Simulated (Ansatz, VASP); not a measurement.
# Two plane-wave programs on PtBr2

Contents of INCAR:

```
SYSTEM = PtBr2
ALGO = Normal
EDIFF = 1E-6
EDIFFG = -0.01
ENCUT = 600
GGA = PE
IBRION = 2
ISIF = 3
ISMEAR = 0
LASPH = .True.
LCHARG = .False.
LREAL = .False.
LWAVE = .False.
NELM = 60
NSW = 100
PREC = Accurate
SIGMA = 0.1
```

KPOINTS

```
k-points
0
Gamma
  12 12 10
  0 0 0
```

Contents of POSCAR:

```
PtBr2
1.0
    3.6783694800      0.0000000000      0.0000000000
    0.0000000000      3.6783694800      0.0000000000
    0.0000000000      0.0000000000      5.2020000000
Pt Br
1 2
Direct
    0.0000000000      0.0000000000      0.0000000000
    0.0000000000      0.0000000000      0.5000000000
    0.5000000000      0.5000000000      0.0000000000
```

Input for Ansatz:

```yaml
crystal:
  lattice:
    - [3.67836948, 0.0, 0.0]
    - [0.0, 3.67836948, 0.0]
    - [0.0, 0.0, 5.202]
  atoms:
    - { symbol: Pt, position: [0.0, 0.0, 0.0] }
    - { symbol: Br, position: [0.0, 0.0, 0.5] }
    - { symbol: Br, position: [0.5, 0.5, 0.0] }
basis:
  ecutwfc: 420
kpoints:
  mp_grid: { grid: [12, 12, 10] }
hamiltonian:
  xc: pbe
scf:
  occupations: { method: gaussian, width: 0.1 }
output:
  forces: true
  stress: true
  eigenvalues: true
  write_density: true
  write_potential: true
  elf: true
  volumetric_format: npy
relax:
  adjacent_minimum: "off"
  f_tol: 0.01
  max_steps: 80
  cell: { stress_tol: 0.05 }
```

Change from the starting cell: ordered vacancies on the cation sites of rock salt (P4/mmm, No. 123).

Alike in both runs: task relaxation of cell and atoms; functional PBE; k mesh 12 × 12 × 10; occupations gaussian, width 0.1 eV; no spin polarisation.

|  | VASP | Ansatz |
| --- | --- | --- |
| version | VASP 6.6.1 | Ansatz 0.2.0 |
| potentials or method | VASP PAW PBE potentials, release 64 (Pt, Br), cutoff 600 eV | scalar-relativistic, plane waves, PAW |
| valence electrons in the cell | 24 | 32 |

|  | VASP | Ansatz | Ansatz less VASP |
| --- | --- | --- | --- |
| gap on the k mesh at the Fermi level, each at its own relaxed structure (eV) | none | none | - |
| relaxed volume (Å³/atom) | 24.57 | 24.59 | +0.019 |
| relaxed cell length with the largest relative difference (Å) | 3.799 | 3.801 | +0.0017 |

A gap of «none» marks a metal or a gap that the smearing closes. VASP's potentials hold 24 valence electrons a cell and Ansatz's 32, so a difference there can come from the potentials and not from the codes.

Spin-orbit coupling is off throughout.
